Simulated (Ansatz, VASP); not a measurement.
# One calculation of MgO, two programs

```
Mg O
1.0
     0.00000    2.11000    2.11000
     2.11000    0.00000    2.11000
     2.11000    2.11000    0.00000
Mg O
1 1
Direct
  0.00000 0.00000 0.00000
  0.50000 0.50000 0.50000
```

Alike in both runs: task single point; functional LDA; k mesh 8 × 8 × 8; occupations fermi-dirac, width 0.03 eV; no spin polarisation.

|  | VASP | Ansatz |
| --- | --- | --- |
| version | VASP 6.6.1 | Ansatz 0.2.0 |
| potentials or method | VASP PAW LDA potentials, release 64 (Mg, O), cutoff 600 eV | PAW, plane waves, scalar-relativistic |
| valence electrons in the cell | 8 | 16 |

```tsv
	VASP	Ansatz	Ansatz less VASP
pressure (GPa)	-8.8	-6.9	+1.91
```

LDA's correlation is that of Perdew and Zunger in VASP and of Perdew and Wang (1992) in Ansatz. VASP's potentials hold 8 valence electrons a cell and Ansatz's 16, so a difference there can come from the potentials and not from the codes.
